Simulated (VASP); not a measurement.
# W in VASP: single point with PBE

Aim: the single point of W with PBE.

Program: VASP 6.6.1. These are calculated values, not measurements. Logs are shortened: lines on timing, memory, paths and dates and some standing lists are left out, and cuts for length are marked.

## 1. The cell of the first run

The typed cell holds 1 atom: a = 3.184 Å, b = 2.757 Å, c = 2.757 Å, α = 70.53°, β = 54.73°, γ = 54.74°.

## 2. Single point, PBE

POSCAR reads:

```
W
1.0
    0.0000000000      2.2513372169      2.2511540154
    1.5918374235      0.0000000000      2.2511540154
    1.5918374235      2.2513372169      0.0000000000
W
1
Direct
    0.0000000000      0.0000000000      0.0000000000
```

INCAR.step1 reads:

```
SYSTEM = W
PREC     = Accurate       ! precision mode
ENCUT    = 520            ! plane-wave cutoff, eV
EDIFF    = 1E-6           ! SCF threshold, eV
ISMEAR   = 0              ! smearing method
SIGMA    = 0.1            ! smearing width, eV
LREAL    = .FALSE.        ! projectors in reciprocal space
LASPH    = .TRUE.         ! aspherical terms in the spheres
NELM     = 60             ! most SCF steps
ALGO     = Fast           ! electronic algorithm
ISIF     = 2              ! what is computed and relaxed
LWAVE    = .FALSE.        ! write WAVECAR
LCHARG   = .TRUE.         ! write CHGCAR
LMAXMIX  = 4              ! l up to which the mixer works
GGA      = PE             ! functional
NBANDS   = 13             ! bands
```

KPOINTS.step1 reads:

```
regular mesh
0
G
  24 24 24
  0 0 0
```

INCAR.step2 reads:

```
SYSTEM = W
PREC     = Accurate       ! precision mode
ENCUT    = 520            ! plane-wave cutoff, eV
EDIFF    = 1E-6           ! SCF threshold, eV
ISMEAR   = -5             ! smearing method
SIGMA    = 0.1            ! smearing width, eV
LREAL    = .FALSE.        ! projectors in reciprocal space
LASPH    = .TRUE.         ! aspherical terms in the spheres
NELM     = 60             ! most SCF steps
ALGO     = Fast           ! electronic algorithm
ISIF     = 2              ! what is computed and relaxed
LWAVE    = .FALSE.        ! write WAVECAR
LCHARG   = .FALSE.        ! write CHGCAR
LMAXMIX  = 4              ! l up to which the mixer works
GGA      = PE             ! functional
LORBIT   = 11             ! projections on sites
NEDOS    = 1001           ! points of the DOS
ICHARG   = 11             ! starting density
```

KPOINTS.step2 reads:

```
regular mesh
0
G
  36 36 36
  0 0 0
```

Potentials or basis: VASP PAW PBE potentials, release 64 (W_sv).

Launch:

```console
> cat potpaw_PBE.64/W_sv/POTCAR > POTCAR
> cp INCAR.step1 INCAR
> cp KPOINTS.step1 KPOINTS
> mpirun -np 1 vasp_std > vasp.out
> cp INCAR.step2 INCAR
> cp KPOINTS.step2 KPOINTS
> mpirun -np 1 vasp_std > vasp.out
```

OUTCAR:

```text
SYSTEM = W
   PREC = Accurate
   ENCUT = 520
   EDIFF = 1E-6
   ISMEAR = -5
   LREAL = .FALSE.
   LASPH = .TRUE.
   NELM = 60
   ISIF = 2
   GGA = PE
   LORBIT = 11
   ICHARG = 11

 ion  position               nearest neighbor table
   1  0.000  0.000  0.000-

  LATTYP: Found a face centered orthorhombic cell.
 ALAT       =     3.1836748470
 B/A-ratio  =     1.4141858849
 C/A-ratio  =     1.4143009730

  Lattice vectors:

 A1 = (   0.0000000000,   2.2513372169,  -2.2511540154)
 A2 = (   1.5918374235,   2.2513372169,   0.0000000000)
 A3 = (   1.5918374235,   0.0000000000,  -2.2511540154)

Analysis of symmetry for initial positions (statically):
=====================================================================
 Subroutine PRICEL returns:
 Original cell was already a primitive cell.

 Routine SETGRP: Setting up the symmetry group for a
 face centered orthorhombic supercell.

 Subroutine GETGRP returns: Found  8 space group operations
 (whereof  8 operations were pure point group operations)
 out of a pool of  8 trial point group operations.

The static configuration has the point symmetry D_2h.

Analysis of symmetry for dynamics (positions and initial velocities):
=====================================================================
 Subroutine PRICEL returns:
 Original cell was already a primitive cell.

 Routine SETGRP: Setting up the symmetry group for a
 face centered orthorhombic supercell.

 Subroutine GETGRP returns: Found  8 space group operations
 (whereof  8 operations were pure point group operations)
 out of a pool of  8 trial point group operations.

The dynamic configuration has the point symmetry D_2h.

 Subroutine INISYM returns: Found  8 space group operations
 (whereof  8 operations are pure point group operations),
 and found     1 'primitive' translations

----------------------------------------------------------------------------------------

                                     Primitive cell

  volume of cell :      16.1352

  direct lattice vectors                    reciprocal lattice vectors
     0.000000000  2.251337217  2.251154015    -0.314102428  0.222090230  0.222108304
     1.591837423  0.000000000  2.251154015     0.314102428 -0.222090230  0.222108304
     1.591837423  2.251337217  0.000000000     0.314102428  0.222090230 -0.222108304

  length of vectors
     3.183742085  2.757107322  2.757256906     0.444203224  0.444203224  0.444203224

  position of ions in fractional coordinates (direct lattice)
     0.000000000  0.000000000  0.000000000

  ion indices of the primitive-cell ions
   primitive index   ion index
                 1           1

----------------------------------------------------------------------------------------

 KPOINTS: regular mesh

Automatic generation of k-mesh.
 Grid dimensions read from file:
 generate k-points for:   36   36   36

 Generating k-lattice:

  Cartesian coordinates                     Fractional coordinates (reciprocal lattice)
    -0.008725067  0.006169173  0.006169675     0.027777778  0.000000000  0.000000000
     0.008725067 -0.006169173  0.006169675     0.000000000  0.027777778 -0.000000000
     0.008725067  0.006169173 -0.006169675     0.000000000 -0.000000000  0.027777778

  Length of vectors
     0.012338978  0.012338978  0.012338978

  Shift w.r.t. Gamma in fractional coordinates (k-lattice)
     0.000000000  0.000000000  0.000000000

 TETIRR: Found  36828 inequivalent tetrahedra from   279936

 Subroutine IBZKPT returns following result:
 ===========================================

 Found   6346 irreducible k-points:

 Following reciprocal coordinates:
            Coordinates               Weight
  0.000000  0.000000  0.000000      1.000000
  0.027778 -0.000000 -0.000000      8.000000
  0.055556 -0.000000 -0.000000      8.000000
  0.083333  0.000000  0.000000      8.000000
  0.111111 -0.000000 -0.000000      8.000000
  0.138889  0.000000  0.000000      8.000000
[... 16 lines left out ...]
  0.111111  0.027778  0.000000      8.000000
  0.138889  0.027778  0.000000      8.000000
 [... further k-points ...]
   k-points           NKPTS =   6346   k-points in BZ     NKDIM =   6346   number of bands    NBANDS=     11
   number of dos      NEDOS =   1001   number of ions     NIONS =      1
   total plane-waves  NPLWV =  13824
   dimension x,y,z NGX =    24 NGY =   24 NGZ =   24
   dimension x,y,z NGXF=    48 NGYF=   48 NGZF=   48
   ions per type =               1
   NGX,Y,Z   is equivalent  to a cutoff of  12.53, 14.47, 14.47 a.u.
   NGXF,Y,Z  is equivalent  to a cutoff of  25.06, 28.94, 28.94 a.u.
 SYSTEM =  W
   PREC   = accura    normal or accurate (medium, high low for compatibility)
   ISTART =      0    job   : 0-new  1-cont  2-samecut
   ICHARG =     11    charge: 1-file 2-atom 10-const
   ISPIN  =      1    spin polarized calculation?
   LNONCOLLINEAR =      F non collinear calculations
   LSORBIT =      F    spin-orbit coupling
   LASPH  =      T    aspherical Exc in radial PAW
   ENCUT  =  520.0 eV  38.22 Ry    6.18 a.u.   5.92  5.13  5.13*2*pi/ulx,y,z
   NELM   =     60;   NELMIN=  2; NELMDL=  0     # of ELM steps
   EDIFF  = 0.1E-05   stopping-criterion for ELM
   LREAL  =      F    real-space projection
   EDIFFG = 0.1E-04   stopping-criterion for IOM
   NSW    =      0    number of steps for IOM
   IBRION =     -1    ionic relax: 0-MD 1-quasi-New 2-CG
   NFREE  =      0    steps in history (QN), initial steepest desc. (CG)
   ISIF   =      2    stress and relaxation
   ISYM   =      2    0-nonsym 1-usesym 2-fastsym
   POTIM  = 0.5000    time-step for ionic-motion
   TEBEG  =    0.0;   TEEND  =   0.0 temperature during run
   PSTRESS=    0.0 pullay stress
   NELECT =      14.0000    total number of electrons
   NUPDOWN=      -1.0000    fix difference up-down
   EMIN   =  10.00;   EMAX   =-10.00  energy-range for DOS
   EFERMI =   0.00;   METHOD = LEGACY
   ISMEAR =    -5;   SIGMA  =   0.10  broadening in eV -4-tet -1-fermi 0-gaus
   EFERMI_NEDOS =   21; number of points for ismear=-14 and -15
   IALGO  =     68    algorithm
   IMIX   =      4    mixing-type and parameters
     AMIX     =   0.40;   BMIX     =  1.00
     AMIX_MAG =   1.60;   BMIX_MAG =  1.00
  volume/ion in A,a.u.               =      16.14       108.89
  Fermi-wavevector in a.u.,A,eV,Ry     =   1.561443  2.950699 33.172405  2.438103
  Thomas-Fermi vector in A             =   2.664507
   LORBIT       =     11    0 simple, 1 ext, 2 COOP (PROOUT), +10 PAW based schemes
   GGA     = PE    functional components
   LHFCALC =     F    Hartree Fock is set to
   AEXX    =    0.0000 exact exchange contribution
   IVDW    =     0    specifies the selected vdW correction
   LEPSILON=     F    determine dielectric tensor
   LRPA    =     F    only Hartree local field effects (RPA)
 non-spin polarized calculation
 RMM-DIIS sequential band-by-band and
 Fermi weights with tetrahedron method with Bloechl corrections
  energy-cutoff  :      520.00
  volume of cell :       16.14
 maximum number of plane-waves:       466

 number of electron      14.0000002 magnetization

 Free energy of the ion-electron system (eV)
  ---------------------------------------------------
  ext. energy  EPLUGINS =         0.00000000
  ---------------------------------------------------
  free energy    TOTEN  =       -12.95483557 eV

  energy without entropy =      -12.95483557  energy(sigma->0) =      -12.95483557

 E-fermi :  11.2154     XC(G=0): -13.5411

 val. band max:       11.2514663917   @ k =  -0.3889   0.2778   0.3333
 cond. band min:      11.1656650254   @ k =   0.3333   0.1667   0.1667
 fundamental gap:     -0.0858013664
 Fermi energy:        11.2153899439

 k-point     1 :       0.0000    0.0000    0.0000
  band No.  band energies     occupation
      1     -63.0217      2.00000
      2     -26.6089      2.00000
      3     -26.6088      2.00000
      4     -26.6087      2.00000
      5       1.6499      2.00000
      6       9.9867      2.00000
      7       9.9871      2.00000
      8       9.9881      2.00000
      9      13.4067      0.00000
     10      13.4071      0.00000
     11      25.6659      0.00000

 k-point     2 :       0.0278   -0.0000   -0.0000
  band No.  band energies     occupation
      1     -63.0208      2.00000
      2     -26.6188      2.00000
      3     -26.6120      2.00000
      4     -26.6089      2.00000
      5       1.6868      2.00000
      6       9.9646      2.00000
      7       9.9829      2.00000
      8      10.0226      2.00000
      9      13.3689      0.00000
     10      13.4069      0.00000
     11      25.7096      0.00000

 k-point     3 :       0.0556   -0.0000   -0.0000
  band No.  band energies     occupation
      1     -63.0180      2.00000
      2     -26.6484      2.00000
      3     -26.6212      2.00000
      4     -26.6090      2.00000
      5       1.7966      2.00000
      6       9.8980      2.00000
      7       9.9677      2.00000
      8      10.1282      2.00000
      9      13.2635      0.00000
     10      13.4077      0.00000
     11      25.8788      0.00000
[... 267 lines left out ...]
 k-point    23 :       0.1111    0.0278    0.0000
  band No.  band energies     occupation
      1     -63.0099      2.00000
      2     -26.7344      2.00000
      3     -26.6438      2.00000
      4     -26.6129      2.00000
      5       2.1173      2.00000
      6       9.7269      2.00000
      7       9.8815      2.00000
      8      10.4524      2.00000
      9      13.0059      0.00000
     10      13.4242      0.00000
     11      26.0359      0.00000

 k-point    24 :       0.1389    0.0278    0.0000
  band No.  band energies     occupation
      1     -63.0031      2.00000
      2     -26.8059      2.00000
      3     -26.6668      2.00000
      4     -26.6133      2.00000
      5       2.3909      2.00000
      6       9.5719      2.00000
      7       9.8133      2.00000
      8      10.7303      2.00000
      9      12.8521      0.00000
     10      13.4399      0.00000
     11      26.2151      0.00000

 [... further k-points ...]

------------------------ aborting loop because EDIFF is reached ----------------------------------------

  FORCE on cell =-STRESS in cart. coord.  units (eV):
  Direction    XX          YY          ZZ          XY          YZ          ZX
  --------------------------------------------------------------------------------------
  -------------------------------------------------------------------------------------
  Total        0.0545400      0.0496891      0.0520077      0.0000000      0.0000000      0.0000000
  in kB        5.4156555      4.9339756      5.1642121      0.0000000      0.0000000      0.0000000
  external PRESSURE =       5.1712811 kB  Pullay stress =       0.0000000 kB

 VOLUME and BASIS-vectors are now :
 -----------------------------------------------------------------------------
  energy-cutoff  :      520.00
  volume of cell :       16.14
      direct lattice vectors                 reciprocal lattice vectors
     0.000000000  2.251337217  2.251154015    -0.314102428  0.222090230  0.222108304
     1.591837423  0.000000000  2.251154015     0.314102428 -0.222090230  0.222108304
     1.591837423  2.251337217  0.000000000     0.314102428  0.222090230 -0.222108304

 POSITION                                       TOTAL-FORCE (eV/Angst)
 -----------------------------------------------------------------------------------
      0.00000      0.00000      0.00000         0.000000      0.000000      0.000000
 -----------------------------------------------------------------------------------
    total drift:                               -0.000000      0.000000      0.000000

  FREE ENERGIE OF THE ION-ELECTRON SYSTEM (eV)
  ---------------------------------------------------
  free  energy   TOTEN  =       -12.9548355662 eV

  energy  without entropy=      -12.9548355662  energy(sigma->0) =      -12.95483557

 total charge

# of ion       s       p       d       tot
------------------------------------------
    1        2.397   6.334   3.324  12.055
```

It took 20 min on 1 thread of Intel Xeon 8259CL, shared host; peak memory 1.2 GiB.

What came out:

```yaml
Valence_electrons_inside_the_program's_atomic_spheres: W 12.05
```

Levels at points of the mesh, in eV from the Fermi level:
| k point | band 3 | band 4 | band 5 | band 6 | band 7 | band 8 | band 9 | band 10 | band 11 |
| --- | --- | --- | --- | --- | --- | --- | --- | --- | --- |
| (0.00, 0.00, 0.00) | -37.82 | -37.82 | -9.57 | -1.23 | -1.23 | -1.23 | 2.19 | 2.19 | 14.45 |
| (0.50, 0.00, 0.00) | -38.22 | -37.83 | -6.19 | -3.51 | 0.59 | 2.07 | 3.03 | 5.96 | 10.77 |
| (0.50, 0.50, 0.00) | -38.22 | -37.83 | -6.19 | -3.51 | 0.59 | 2.07 | 3.03 | 5.96 | 10.77 |
| (0.50, 0.00, 0.50) | -38.22 | -37.83 | -6.19 | -3.51 | 0.59 | 2.07 | 3.03 | 5.96 | 10.77 |
| (0.00, 0.50, 0.50) | -38.68 | -38.68 | -5.72 | -5.72 | 5.01 | 5.01 | 5.01 | 8.08 | 8.08 |

Caveat: spin-orbit coupling is left out, which moves the levels of the heavy elements; tetrahedron occupations give inexact forces and stress in metals.
